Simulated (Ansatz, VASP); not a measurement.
# Zn2GeO3 in VASP and in Ansatz

Contents of INCAR:

```
  ALGO = Normal
  EDIFF = 1E-7
  ENCUT = 520
  GGA = PE
  ISIF = 2
  ISMEAR = 0
  LASPH = T
  LCHARG = F
  LREAL = F
  LWAVE = F
  NBANDS = 37
  NELM = 60
  PREC = Accurate
  SIGMA = 0.1
```

File KPOINTS:

```
k-points
0
Gamma
  6 6 4
```

POSCAR

```
Zn2GeO3
1.0
    4.6594764700      0.0000000000      0.0000000000
   -2.3297382400      4.0352250000      0.0000000000
    0.0000000000      0.0000000000      3.9082115000
Zn Ge O
2 1 3
Direct
    0.3333333300      0.6666666700      0.0000000000
    0.6666666700      0.3333333300      0.0000000000
    0.0000000000      0.0000000000      0.5000000000
    0.0000000000      0.0000000000      0.0000000000
    0.3333333300      0.6666666700      0.5000000000
    0.6666666700      0.3333333300      0.5000000000
```

Input for Ansatz:

```yaml
crystal:
  lattice:
    - [4.65947647, 0.0, 0.0]
    - [-2.32973824, 4.035225, 0.0]
    - [0.0, 0.0, 3.9082115]
  atoms:
    - { symbol: Zn, position: [0.33333333, 0.66666667, 0.0] }
    - { symbol: Zn, position: [0.66666667, 0.33333333, 0.0] }
    - { symbol: Ge, position: [0.0, 0.0, 0.5] }
    - { symbol: O, position: [0.0, 0.0, 0.0] }
    - { symbol: O, position: [0.33333333, 0.66666667, 0.5] }
    - { symbol: O, position: [0.66666667, 0.33333333, 0.5] }
basis:
  ecutwfc: 420
kpoints:
  mp_grid: { grid: [6, 6, 4] }
hamiltonian:
  xc: pbe
scf:
  occupations: { method: gaussian, width: 0.1 }
  lower_state_search: "off"
output:
  forces: true
  stress: true
  eigenvalues: true
```

Alike in both runs: task single point; functional PBE; k mesh 6 × 6 × 4; occupations gaussian, width 0.1 eV; no spin polarisation.

|  | VASP | Ansatz |
| --- | --- | --- |
| version | VASP 6.6.1 | Ansatz 0.2.0 |
| potentials or method | VASP PAW PBE potentials, release 64 (Zn, Ge_d, O), cutoff 520 eV | scalar-relativistic, plane waves, PAW |
| valence electrons in the cell | 56 | 56 |

|  | VASP | Ansatz | Ansatz less VASP |
| --- | --- | --- | --- |
| gap on the k mesh at the Fermi level (eV) | none | none | - |
| pressure (GPa) | 0.9 | 0.4 | -0.49 |
| traceless stress, the component that is largest in VASP (GPa) | -6.80 | -7.88 | -1.081 |

A gap of «none» marks a metal or a gap that the smearing closes. The functional is the same, so the differences come from potentials, cutoffs and numerics.

The k mesh is coarse, so the values compare programs but aren't converged.
